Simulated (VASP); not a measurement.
Se, 3 atoms in the cell. It takes space group P3_121 (No. 152, trigonal). Conventional cell: a = 4.038 Å, b = 4.038 Å, c = 5.123 Å, α = 90.00°, β = 90.00°, γ = 120.00°. Within 3.2 Å of Se (site symmetry 2) lie 6 Se at 2.44 to 3.18 Å. 

| Quantity | Value |
| --- | --- |
| Program | VASP 6.6.1 |
| Task | single point |
| Functional | PBEsol |
| Potentials or basis | VASP PAW PBE potentials, release 64 (Se) |
| Cutoff | 520 eV |
| k mesh | 7 × 7 × 6 |
| Occupations | fermi-dirac, width 0.05 eV |
| Spin | no spin polarisation |
| Dipole correction | no |
| Further INCAR settings | ALGO = Normal; EDIFF = 1e-06; NBANDS = 16 |

Potentials or basis: VASP PAW PBE potentials, release 64 (Se).

Run with:

```bash
$ cat potpaw_PBE.64/Se/POTCAR > POTCAR
$ mpirun -np 1 vasp_std > vasp.out
```

Hardware: 1 thread of Intel(R) Xeon(R) Platinum 8259CL CPU @ 2.50GHz (Skylake/Cascade Lake) (shared host).

Problem. Estimate the wall time of this run.

Solution. It took 32 s on 1 thread of Intel(R) Xeon(R) Platinum 8259CL CPU @ 2.50GHz (Skylake/Cascade Lake) (shared host), peak memory 0.19 GiB. Counts: scf iterations 11, k points 40.
